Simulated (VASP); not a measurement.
Input of a VASP 6.6.1 run:

INCAR

```
PREC     = Accurate       # precision mode
ENCUT    = 520            # plane-wave cutoff, eV
EDIFF    = 1E-6           # SCF threshold, eV
ISMEAR   = 0              # smearing method
SIGMA    = 0.05           # smearing width, eV
LREAL    = F              # projectors in reciprocal space
LASPH    = T              # aspherical terms in the spheres
NELM     = 100            # most SCF steps
ALGO     = Normal         # electronic algorithm
ISIF     = 2              # what is computed and relaxed
LWAVE    = F              # write WAVECAR
LCHARG   = F              # write CHGCAR
GGA      = PS             # functional
NBANDS   = 18             # bands
```

KPOINTS

```
Automatic mesh
0
Gamma
  12 12 8
```

The input POSCAR:

```
PtS2
1.0
    3.5431994758      0.0000000000      0.0000000000
   -1.7715997379      3.0685007567      0.0000000000
    0.0000000000      0.0000000000      5.0388000000
Pt S
1 2
Direct
    0.0000000000      0.0000000000      0.0000000000
    0.2725210490      0.6014882568      0.2500000000
    0.6666666667      0.3333333333      0.7500000000
```

Potentials or basis: VASP PAW PBE potentials, release 64 (Pt, S).

Command:

```console
$ cat potpaw_PBE.64/Pt/POTCAR potpaw_PBE.64/S/POTCAR > POTCAR
$ mpirun -np 1 vasp_std > vasp.out
```

Problem. Estimate the pressure.

Solution. -1.1 GPa.

Problem. What does it give for the band gap on the k mesh?

Solution. 0.33 eV, indirect (least direct gap 0.47 eV).

Problem. Predict the largest force.

Solution. 2.034 eV/Å.

Forces in eV/Å, atoms in the order of the input:
```
Pt  -0.519 -1.817 -0.456
S    0.544  1.959 -0.055
S   -0.025 -0.142  0.511
```

Caveat: the cell differs from its parent crystal (atom 2 (S) moved by (-0.100, -0.200) A along x and y); the PAW data sets were made with another functional, which shifts forces and pressure a little; spin-orbit coupling is left out, which moves the levels of the heavy elements. A k mesh can miss the band edges.
